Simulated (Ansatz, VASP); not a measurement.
One calculation of InAs, two programs

File INCAR:

```
SYSTEM = InAs
ALGO = Normal
DIPOL = 0.5 0.5 0.384
EDIFF = 1E-7
ENCUT = 520
GGA = PE
IDIPOL = 3
ISIF = 2
ISMEAR = 0
IVDW = 12
LASPH = .True.
LCHARG = .False.
LDIPOL = .True.
LREAL = Auto
LWAVE = .False.
NBANDS = 86
NELM = 60
PREC = Accurate
SIGMA = 0.1
```

The input KPOINTS:

```
k-points
0
Gamma
  3 3 1
  0 0 0
```

The input POSCAR:

```
InAs
1.0
    8.6438581907      0.0000000000      0.0000000000
   -4.3219290954      7.4858007799      0.0000000000
    0.0000000000      0.0000000000     26.6229504117
As In
8 8
Direct
    0.5000000000      0.0000000000      0.3004926154
    0.5000000000      0.5000000000      0.3004926154
    0.0000000000      0.0000000000      0.3004926154
    0.0000000000      0.5000000000      0.3004926154
    0.6349938863      0.8181182030      0.4383310210
    0.6688921602      0.3352024745      0.4408569459
    0.1829717292      0.8199400726      0.4390911258
    0.1823203264      0.3650463553      0.4386333202
    0.1666666667      0.8333333333      0.3336298173
    0.1666666667      0.3333333333      0.3336298173
    0.6666666667      0.8333333333      0.3336298173
    0.6666666667      0.3333333333      0.3336298173
    0.3333417463      0.6670064724      0.4984584159
    0.3214787358      0.1622576046      0.4515449577
    0.8410568997      0.6831087947      0.4517211875
    0.8409334492      0.1592837246      0.4525194357
```

Input for Ansatz:

```yaml
crystal:
  lattice:
    - [8.6438581907, 0.0, 0.0]
    - [-4.3219290954, 7.4858007799, 0.0]
    - [0.0, 0.0, 26.6229504117]
  atoms:
    - { symbol: As, position: [0.5, 0.0, 0.3004926154] }
    - { symbol: As, position: [0.5, 0.5, 0.3004926154] }
    - { symbol: As, position: [0.0, 0.0, 0.3004926154] }
    - { symbol: As, position: [0.0, 0.5, 0.3004926154] }
    - { symbol: In, position: [0.1666666667, 0.8333333333, 0.3336298173] }
    - { symbol: In, position: [0.1666666667, 0.3333333333, 0.3336298173] }
    - { symbol: In, position: [0.6666666667, 0.8333333333, 0.3336298173] }
    - { symbol: In, position: [0.6666666667, 0.3333333333, 0.3336298173] }
    - { symbol: As, position: [0.6349938863, 0.818118203, 0.438331021] }
    - { symbol: As, position: [0.6688921602, 0.3352024745, 0.4408569459] }
    - { symbol: As, position: [0.1829717292, 0.8199400726, 0.4390911258] }
    - { symbol: As, position: [0.1823203264, 0.3650463553, 0.4386333202] }
    - { symbol: In, position: [0.3333417463, 0.6670064724, 0.4984584159] }
    - { symbol: In, position: [0.3214787358, 0.1622576046, 0.4515449577] }
    - { symbol: In, position: [0.8410568997, 0.6831087947, 0.4517211875] }
    - { symbol: In, position: [0.8409334492, 0.1592837246, 0.4525194357] }
basis:
  ecutwfc: 420
kpoints:
  mp_grid: { grid: [3, 3, 1] }
hamiltonian:
  xc: pbe
  dispersion: d3bj
scf:
  occupations: { method: gaussian, width: 0.1 }
output:
  forces: true
  eigenvalues: true
  write_density: true
  volumetric_format: npy
efield:
  axis: 3
  dipole_correction: true
  ramp_width: 0.04
```

Alike in both runs: task single point; functional PBE; dispersion D3(BJ); k mesh 3 × 3 × 1; occupations gaussian, width 0.1 eV; no spin polarisation.

|  | VASP | Ansatz |
| --- | --- | --- |
| version | VASP 6.6.1 | Ansatz 0.2.0 |
| potentials or method | VASP PAW PBE potentials, release 64 (As, In_d), cutoff 520 eV | scalar-relativistic, plane waves, PAW |
| valence electrons in the cell | 144 | 224 |

```tsv
	VASP	Ansatz	Ansatz less VASP
gap on the k mesh at the Fermi level (eV)	none	none	-
rms of the force components (eV/Å)	0.056	0.057	+0.0007
```

A gap of «none» marks a metal or a gap that the smearing closes. VASP's potentials hold 144 valence electrons a cell and Ansatz's 224, so a difference there can come from the potentials and not from the codes.
